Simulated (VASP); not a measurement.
# Si4IrPd (F-43m) in VASP: further runs

The runs below take Si4IrPd through relaxation of cell and atoms, with PBE.

Program: VASP 6.6.1. These are calculated values, not measurements. Logs are shortened: lines on timing, memory, paths and dates and some standing lists are left out, and cuts for length are marked.

### Step 1. The cell of the first run

It takes space group F-43m (No. 216, cubic). The conventional cell has a = 6.888 Å, b = 6.888 Å, c = 6.888 Å, α = 90.00°, β = 90.00°, γ = 90.00°. Si (site symmetry 3m) has 6 Si at 2.41 to 2.46 Å and 3 Ir at 2.85 Å and 3 Pd at 2.86 Å within 3.2 Å. Pd (site symmetry -43m) has 12 Si at 2.86 Å and 4 Ir at 2.98 Å within 3.8 Å. Ir (site symmetry -43m) has 12 Si at 2.85 Å and 4 Pd at 2.98 Å within 3.8 Å.

The cell was built from a structure type or drawn by symmetry, and may not be a known phase.

### Step 2. Relaxation of cell and atoms, PBE

The input, INCAR:

```
ALGO     = Normal         # electronic algorithm
EDIFF    = 1E-7           # SCF threshold, eV
EDIFFG   = -0.08          # ionic threshold
ENCUT    = 500            # plane-wave cutoff, eV
GGA      = PE             # functional
GGA_COMPAT= False        
IBRION   = 2              # ionic algorithm
ISIF     = 3              # what is computed and relaxed
ISMEAR   = 0              # smearing method
LASPH    = True           # aspherical terms in the spheres
LCHARG   = False          # write CHGCAR
LREAL    = False          # projectors in reciprocal space
LWAVE    = False          # write WAVECAR
NELM     = 120            # most SCF steps
NELMIN   = 4            
NSW      = 36             # ionic steps
PREC     = Accurate       # precision mode
SIGMA    = 0.2            # smearing width, eV
```

The input, KPOINTS:

```
k-points
0
Gamma
  4 4 4
```

The input, POSCAR:

```
Si4IrPd
1.0
    0.0000000000      3.4441281900      3.4441281900
    3.4441281900      0.0000000000      3.4441281900
    3.4441281900      3.4441281900      0.0000000000
Si Pd Ir
4 1 1
Direct
    0.8715317200      0.3761560900      0.3761560900
    0.3761560900      0.3761560900      0.3761560900
    0.3761560900      0.8715317200      0.3761560900
    0.3761560900      0.3761560900      0.8715317200
    0.0000000000      0.0000000000      0.0000000000
    0.7500000000      0.7500000000      0.7500000000
```

Potentials or basis: VASP PAW PBE potentials, release 64 (Si, Pd, Ir).

Run with:

```sh
$ cat potpaw_PBE.64/Si/POTCAR potpaw_PBE.64/Pd/POTCAR potpaw_PBE.64/Ir/POTCAR > POTCAR
$ mpirun -np 1 vasp_std > vasp.out
```

OUTCAR:

```text
EDIFF = 1E-7
   EDIFFG = -0.08
   ENCUT = 500
   GGA = PE
   IBRION = 2
   ISIF = 3
   ISMEAR = 0
   LASPH = True
   LREAL = False
   NELM = 120
   NELMIN = 4
   NSW = 36
   PREC = Accurate

 ion  position               nearest neighbor table
   1  0.872  0.376  0.376-   2 2.41   3 2.41   4 2.41   2 2.46   4 2.46   3 2.46   6 2.85   6 2.85
                             6 2.85   5 2.86   5 2.86   5 2.86
   2  0.376  0.376  0.376-   1 2.41   3 2.41   4 2.41   4 2.46   3 2.46   1 2.46   6 2.85   6 2.85
                             6 2.85   5 2.86   5 2.86   5 2.86
   3  0.376  0.872  0.376-   1 2.41   2 2.41   4 2.41   4 2.46   2 2.46   1 2.46   6 2.85   6 2.85
                             6 2.85   5 2.86   5 2.86   5 2.86
   4  0.376  0.376  0.872-   1 2.41   2 2.41   3 2.41   2 2.46   3 2.46   1 2.46   6 2.85   6 2.85
                             6 2.85   5 2.86   5 2.86   5 2.86
   5  0.000  0.000  0.000-   1 2.86   3 2.86   4 2.86   2 2.86   2 2.86   2 2.86   1 2.86   1 2.86
                             4 2.86   3 2.86   3 2.86   4 2.86   6 2.98   6 2.98   6 2.98   6 2.98
   6  0.750  0.750  0.750-   3 2.85   4 2.85   1 2.85   4 2.85   1 2.85   3 2.85   2 2.85   2 2.85
                             2 2.85   1 2.85   3 2.85   4 2.85   5 2.98   5 2.98   5 2.98   5 2.98

  LATTYP: Found a face centered cubic cell.
 ALAT       =     6.8882563800

  Lattice vectors:

 A1 = (   0.0000000000,   3.4441281900,   3.4441281900)
 A2 = (   3.4441281900,   0.0000000000,   3.4441281900)
 A3 = (   3.4441281900,   3.4441281900,   0.0000000000)

Analysis of symmetry for initial positions (statically):
=====================================================================
 Subroutine PRICEL returns:
 Original cell was already a primitive cell.

 Routine SETGRP: Setting up the symmetry group for a
 face centered cubic supercell.

 Subroutine GETGRP returns: Found 24 space group operations
 (whereof 24 operations were pure point group operations)
 out of a pool of 48 trial point group operations.

The static configuration has the point symmetry T_d .

Analysis of symmetry for dynamics (positions and initial velocities):
=====================================================================
 Subroutine PRICEL returns:
 Original cell was already a primitive cell.

 Routine SETGRP: Setting up the symmetry group for a
 face centered cubic supercell.

 Subroutine GETGRP returns: Found 24 space group operations
 (whereof 24 operations were pure point group operations)
 out of a pool of 48 trial point group operations.

The dynamic configuration has the point symmetry T_d .

 Subroutine INISYM returns: Found 24 space group operations
 (whereof 24 operations are pure point group operations),
 and found     1 'primitive' translations

----------------------------------------------------------------------------------------

                                     Primitive cell

  volume of cell :      81.7086

  direct lattice vectors                    reciprocal lattice vectors
     0.000000000  3.444128190  3.444128190    -0.145174620  0.145174620  0.145174620
     3.444128190  0.000000000  3.444128190     0.145174620 -0.145174620  0.145174620
     3.444128190  3.444128190  0.000000000     0.145174620  0.145174620 -0.145174620

  length of vectors
     4.870732797  4.870732797  4.870732797     0.251449817  0.251449817  0.251449817

  position of ions in fractional coordinates (direct lattice)
     0.871531720  0.376156090  0.376156090
     0.376156090  0.376156090  0.376156090
     0.376156090  0.871531720  0.376156090
     0.376156090  0.376156090  0.871531720
     0.000000000  0.000000000  0.000000000
     0.750000000  0.750000000  0.750000000

  ion indices of the primitive-cell ions
   primitive index   ion index
                 1           1
                 2           2
                 3           3
                 4           4
                 5           5
                 6           6

----------------------------------------------------------------------------------------

 KPOINTS: k-points

Automatic generation of k-mesh.
 Grid dimensions read from file:
 generate k-points for:    4    4    4

 Generating k-lattice:

  Cartesian coordinates                     Fractional coordinates (reciprocal lattice)
    -0.036293655  0.036293655  0.036293655     0.250000000  0.000000000  0.000000000
     0.036293655 -0.036293655  0.036293655     0.000000000  0.250000000  0.000000000
     0.036293655  0.036293655 -0.036293655     0.000000000  0.000000000  0.250000000

  Length of vectors
     0.062862454  0.062862454  0.062862454

  Shift w.r.t. Gamma in fractional coordinates (k-lattice)
     0.000000000  0.000000000  0.000000000

 Subroutine IBZKPT returns following result:
 ===========================================

 Found      8 irreducible k-points:

 Following reciprocal coordinates:
            Coordinates               Weight
  0.000000  0.000000  0.000000      1.000000
  0.250000  0.000000  0.000000      8.000000
  0.500000  0.000000  0.000000      4.000000
  0.250000  0.250000  0.000000      6.000000
  0.500000  0.250000  0.000000     24.000000
 -0.250000  0.250000  0.000000     12.000000
  0.500000  0.500000  0.000000      3.000000
 -0.250000  0.500000  0.250000      6.000000
   k-points           NKPTS =      8   k-points in BZ     NKDIM =      8   number of bands    NBANDS=     21
   number of dos      NEDOS =    301   number of ions     NIONS =      6
   total plane-waves  NPLWV =  46656
   dimension x,y,z NGX =    36 NGY =   36 NGZ =   36
   dimension x,y,z NGXF=    72 NGYF=   72 NGZF=   72
   ions per type =               4   1   1
   NGX,Y,Z   is equivalent  to a cutoff of  12.29, 12.29, 12.29 a.u.
   NGXF,Y,Z  is equivalent  to a cutoff of  24.57, 24.57, 24.57 a.u.
 SYSTEM =  unknown system
   PREC   = accura    normal or accurate (medium, high low for compatibility)
   ISTART =      0    job   : 0-new  1-cont  2-samecut
   ICHARG =      2    charge: 1-file 2-atom 10-const
   ISPIN  =      1    spin polarized calculation?
   LNONCOLLINEAR =      F non collinear calculations
   LSORBIT =      F    spin-orbit coupling
   LASPH  =      T    aspherical Exc in radial PAW
   ENCUT  =  500.0 eV  36.75 Ry    6.06 a.u.   8.88  8.88  8.88*2*pi/ulx,y,z
   NELM   =    120;   NELMIN=  4; NELMDL= -5     # of ELM steps
   EDIFF  = 0.1E-06   stopping-criterion for ELM
   LREAL  =      F    real-space projection
   EDIFFG = -.8E-01   stopping-criterion for IOM
   NSW    =     36    number of steps for IOM
   IBRION =      2    ionic relax: 0-MD 1-quasi-New 2-CG
   NFREE  =      1    steps in history (QN), initial steepest desc. (CG)
   ISIF   =      3    stress and relaxation
   ISYM   =      2    0-nonsym 1-usesym 2-fastsym
   POTIM  = 0.5000    time-step for ionic-motion
   TEBEG  =    0.0;   TEEND  =   0.0 temperature during run
   PSTRESS=    0.0 pullay stress
   NELECT =      35.0000    total number of electrons
   NUPDOWN=      -1.0000    fix difference up-down
   EMIN   =  10.00;   EMAX   =-10.00  energy-range for DOS
   EFERMI =   0.00;   METHOD = LEGACY
   ISMEAR =     0;   SIGMA  =   0.20  broadening in eV -4-tet -1-fermi 0-gaus
   EFERMI_NEDOS =   21; number of points for ismear=-14 and -15
   IALGO  =     38    algorithm
   IMIX   =      4    mixing-type and parameters
     AMIX     =   0.40;   BMIX     =  1.00
     AMIX_MAG =   1.60;   BMIX_MAG =  1.00
  volume/ion in A,a.u.               =      13.62        91.90
  Fermi-wavevector in a.u.,A,eV,Ry     =   1.234075  2.332064 20.720870  1.522941
  Thomas-Fermi vector in A             =   2.368780
   LORBIT       =      0    0 simple, 1 ext, 2 COOP (PROOUT), +10 PAW based schemes
   GGA     = PE    functional components
   LHFCALC =     F    Hartree Fock is set to
   AEXX    =    0.0000 exact exchange contribution
   IVDW    =     0    specifies the selected vdW correction
   LEPSILON=     F    determine dielectric tensor
   LRPA    =     F    only Hartree local field effects (RPA)
 conjugate gradient relaxation of ions
 non-spin polarized calculation
 Gauss-broadening in eV      SIGMA  =   0.20
  energy-cutoff  :      500.00
  volume of cell :       81.71
 maximum number of plane-waves:      2120
   NGX = 17   NGY = 17   NGZ = 17

--------------------------------------- Ionic step        1  -------------------------------------------

 number of electron      35.0000006 magnetization

 Free energy of the ion-electron system (eV)
  ---------------------------------------------------
  ext. energy  EPLUGINS =         0.00000000
  ---------------------------------------------------
  free energy    TOTEN  =       -33.48896808 eV

  energy without entropy =      -33.41157453  energy(sigma->0) =      -33.45027131

------------------------ aborting loop because EDIFF is reached ----------------------------------------

  FORCE on cell =-STRESS in cart. coord.  units (eV):
  Direction    XX          YY          ZZ          XY          YZ          ZX
  --------------------------------------------------------------------------------------
  -------------------------------------------------------------------------------------
  Total        3.5188884      3.5188884      3.5188884      0.0000000      0.0000000      0.0000000
  in kB       68.9998519     68.9998519     68.9998519      0.0000000      0.0000000      0.0000000
  external PRESSURE =      68.9998519 kB  Pullay stress =       0.0000000 kB
[... 25 lines left out ...]
  energy  without entropy=      -33.4115745319  energy(sigma->0) =      -33.45027131

--------------------------------------- Ionic step        2  -------------------------------------------

 number of electron      34.9999993 magnetization

 E-fermi :   9.7441     XC(G=0): -11.8494

 val. band max:        9.7177143438   @ k =  -0.2500   0.5000   0.2500
 cond. band min:       9.7918655936   @ k =   0.5000   0.2500   0.0000
 fundamental gap:      0.0741512498
 Fermi energy:         9.7441111681

 k-point     1 :       0.0000    0.0000    0.0000
  band No.  band energies     occupation
      1      -3.9773      2.00000
      2       2.3613      2.00000
      3       3.8362      2.00000
      4       3.8362      2.00000
      5       3.8362      2.00000
      6       4.3205      2.00000
[... 218 lines left out ...]
  energy  without entropy=      -33.4115588768  energy(sigma->0) =      -33.45814340

--------------------------------------- Ionic step        3  -------------------------------------------

 number of electron      35.0000001 magnetization

 Free energy of the ion-electron system (eV)
  ---------------------------------------------------
  ext. energy  EPLUGINS =         0.00000000
  ---------------------------------------------------
  free energy    TOTEN  =       -33.57136353 eV

  energy without entropy =      -33.48705074  energy(sigma->0) =      -33.52920714

 E-fermi :  10.3788     XC(G=0): -12.0436

 val. band max:       10.2663913061   @ k =   0.2500   0.2500   0.0000
 cond. band min:      10.4060025229   @ k =  -0.2500   0.5000   0.2500
 fundamental gap:      0.1396112168
 Fermi energy:        10.3788408613

 k-point     1 :       0.0000    0.0000    0.0000
  band No.  band energies     occupation
      1      -3.7552      2.00000
      2       2.7128      2.00000
      3       4.2654      2.00000
      4       4.2654      2.00000
      5       4.2654      2.00000
      6       4.6575      2.00000
[... 214 lines left out ...]
  FREE ENERGIE OF THE ION-ELECTRON SYSTEM (eV)
  ---------------------------------------------------
  free  energy   TOTEN  =       -33.5713635323 eV

  energy  without entropy=      -33.4870507388  energy(sigma->0) =      -33.52920714

 reached required accuracy - stopping structural energy minimisation
```

Run time: 1.7 min. Hardware: 1 thread of Intel Xeon 8259CL, shared host; peak memory 0.22 GiB.

Results:

```
Free energy                           : -33.5714 eV
Relaxed volume                        : 14.22 Å³/atom
Relaxed cell                          : a = 4.941 Å, b = 4.941 Å, c = 4.941 Å, α = 60.00°, β = 60.00°, γ = 60.00°
Space group after relaxing (to 0.1 Å) : F-43m (No. 216)
Energy gained by relaxing             : 13.7 meV/atom
Ionic steps                           : 3
Pressure after relaxing               : 0.0 GPa
Largest force after relaxing          : 0.025 eV/Å
Band gap on the k mesh                : zero (an odd number of electrons rules out a gap without spin polarisation)
```

Forces in eV/Å, atoms in the order of the input:
```
Si   0.015 -0.015 -0.015
Si   0.015  0.015  0.015
Si  -0.015  0.015 -0.015
Si  -0.015 -0.015  0.015
Pd   0.000  0.000  0.000
Ir   0.000  0.000  0.000
```

The path:
```tsv
step	energy change (eV)	largest force (eV/Å)	pressure (GPa)	volume (Å³)
1	0.0000	0.4265	6.90	81.71
2	-0.0158	0.3458	-5.11	88.84
3	-0.0824	0.0252	0.01	85.31
```

Final structure:
```cif
data_structure
_symmetry_space_group_name_H-M 'P 1'
_symmetry_Int_Tables_number 1
_cell_length_a 4.9413
_cell_length_b 4.9413
_cell_length_c 4.9413
_cell_angle_alpha 60.000
_cell_angle_beta 60.000
_cell_angle_gamma 60.000
_cell_volume 85.31
loop_
_atom_site_label
_atom_site_type_symbol
_atom_site_fract_x
_atom_site_fract_y
_atom_site_fract_z
_atom_site_occupancy
Si1 Si 0.87425 0.37525 0.37525 1
Si2 Si 0.37525 0.37525 0.37525 1
Si3 Si 0.37525 0.87425 0.37525 1
Si4 Si 0.37525 0.37525 0.87425 1
Pd1 Pd 0.00000 0.00000 0.00000 1
Ir1 Ir 0.75000 0.75000 0.75000 1
```

Levels at points of the mesh, in eV from the Fermi level:
| k point | band 14 | band 15 | band 16 | band 17 | band 18 | band 19 | band 20 | band 21 |
| --- | --- | --- | --- | --- | --- | --- | --- | --- |
| (0.00, 0.00, 0.00) | -1.84 | -1.83 | -1.83 | 0.31 | 0.31 | 0.31 | 1.78 | 1.78 |
| (0.50, 0.00, 0.00) | -1.56 | -1.56 | -0.59 | -0.59 | -0.41 | 0.97 | 1.68 | 1.68 |
| (0.50, 0.50, 0.00) | -2.52 | -1.74 | -1.12 | 1.21 | 1.21 | 2.02 | 2.27 | 2.47 |

Caveat: the k points lie up to 0.39 Å⁻¹ apart in the final cell, too coarse for converged energies and pressures of a metal; spin-orbit coupling is left out, which moves the levels of the heavy elements.

### Step 3. Relaxation of cell and atoms, PBE

This run uses another cell than the first one, of 15.60 Å³/atom.

The input, INCAR:

```
ALGO = Normal ; EDIFF = 1E-7
EDIFFG = -0.08 ; ENCUT = 500
GGA = PE ; GGA_COMPAT = False
IBRION = 2 ; ISIF = 3
ISMEAR = 0 ; LASPH = True
LCHARG = False ; LREAL = False
LWAVE = False ; NELM = 120
NELMIN = 4 ; NSW = 36
PREC = Accurate ; SIGMA = 0.2
```

KPOINTS is that of step 2.

The input, POSCAR:

```
Si4IrPd
1.0
    0.0000000000      3.6039165100      3.6039165100
    3.6039165100      0.0000000000      3.6039165100
    3.6039165100      3.6039165100      0.0000000000
Si Pd Ir
4 1 1
Direct
    0.8749097000      0.3750301000      0.3750301000
    0.3750301000      0.3750301000      0.3750301000
    0.3750301000      0.8749097000      0.3750301000
    0.3750301000      0.3750301000      0.8749097000
    0.7500000000      0.7500000000      0.7500000000
    0.0000000000      0.0000000000      0.0000000000
```

Potentials or basis: VASP PAW PBE potentials, release 64 (Si, Pd, Ir).

Run with:

```sh
$ cat potpaw_PBE.64/Si/POTCAR potpaw_PBE.64/Pd/POTCAR potpaw_PBE.64/Ir/POTCAR > POTCAR
$ mpirun -np 1 vasp_std > vasp.out
```

Wall time 1.9 min (1 thread of Intel Xeon 8259CL, shared host); peak memory 0.25 GiB.

It converged, with:

```yaml
Free_energy: -33.5745 eV
Relaxed_volume: 14.23 Å³/atom
Relaxed_cell: a = 4.942 Å, b = 4.942 Å, c = 4.942 Å, α = 60.00°, β = 60.00°, γ = 60.00°
Space_group_after_relaxing_to_0.1_Å: F-43m (No. 216)
Energy_gained_by_relaxing: 48.6 meV/atom
Ionic_steps: 3
Pressure_after_relaxing: -0.1 GPa
Largest_force_after_relaxing: 0.029 eV/Å
Band_gap_on_the_k_mesh: zero (an odd number of electrons rules out a gap without spin polarisation)
```

Forces on the atoms (eV/Å):
```
Si   0.017 -0.017 -0.017
Si   0.017  0.017  0.017
Si  -0.017  0.017 -0.017
Si  -0.017 -0.017  0.017
Pd   0.000  0.000  0.000
Ir   0.000  0.000  0.000
```

Step by step:
```tsv
step	energy change (eV)	largest force (eV/Å)	pressure (GPa)	volume (Å³)
1	0.0000	0.1733	-10.10	93.62
2	-0.1788	0.2079	8.55	80.92
3	-0.2914	0.0288	-0.07	85.35
```

Final structure:
```yaml
crystal:
  lattice:
    - [0.00000, 3.49461, 3.49461]
    - [3.49461, 0.00000, 3.49461]
    - [3.49461, 3.49461, 0.00000]
  atoms:
    - { symbol: Si, position: [0.87616, 0.37461, 0.37461] }
    - { symbol: Si, position: [0.37461, 0.37461, 0.37461] }
    - { symbol: Si, position: [0.37461, 0.87616, 0.37461] }
    - { symbol: Si, position: [0.37461, 0.37461, 0.87616] }
    - { symbol: Pd, position: [0.75000, 0.75000, 0.75000] }
    - { symbol: Ir, position: [0.00000, 0.00000, 0.00000] }
```

Levels at points of the mesh, in eV from the Fermi level:
```csv
k point,band 14,band 15,band 16,band 17,band 18,band 19,band 20,band 21
"(0.00, 0.00, 0.00)",-1.84,-1.82,-1.82,0.30,0.30,0.30,1.79,1.79
"(0.50, 0.00, 0.00)",-1.56,-1.56,-0.59,-0.59,-0.41,0.98,1.68,1.68
"(0.50, 0.50, 0.00)",-2.52,-1.74,-1.12,1.21,1.21,2.01,2.27,2.46
```

Caveat: the k points lie up to 0.39 Å⁻¹ apart in the final cell, too coarse for converged energies and pressures of a metal; spin-orbit coupling is left out, which moves the levels of the heavy elements.
